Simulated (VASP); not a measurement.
Input of a VASP 6.6.1 run:

File INCAR:

```
PREC = Accurate ; ENCUT = 520
EDIFF = 1E-6 ; ISMEAR = -1
SIGMA = 0.1 ; LREAL = False
LASPH = True ; NELM = 80
ALGO = Normal ; ISIF = 2
LWAVE = False ; LCHARG = False
GGA = RP ; NBANDS = 9
```

File KPOINTS:

```
regular mesh
0
Gamma
  13 13 13
```

File POSCAR:

```
Mg
1.0
    0.0000000000      3.4851414199      3.4851414199
    3.4851414199      0.0000000000      3.4851414199
    3.4851414199      3.4851414199      0.0000000000
Mg
2
Direct
    0.1250000000      0.1250000000      0.1250000000
    0.8750000000      0.8750000000      0.8750000000
```

Potentials or basis: VASP PAW PBE potentials, release 64 (Mg).

The run is started by

```bash
$ cat potpaw_PBE.64/Mg/POTCAR > POTCAR
$ mpirun -np 1 vasp_std > vasp.out
```

**Question.** Predict the pressure.

**Answer.** 0.0 GPa.

**Question.** Predict the band gap on the k mesh.

**Answer.** Zero (band 2 reaches 3.11 eV, above the bottom of band 3 at -0.35 eV).

Caveat: the PAW data sets were made with another functional, which shifts forces and pressure a little.
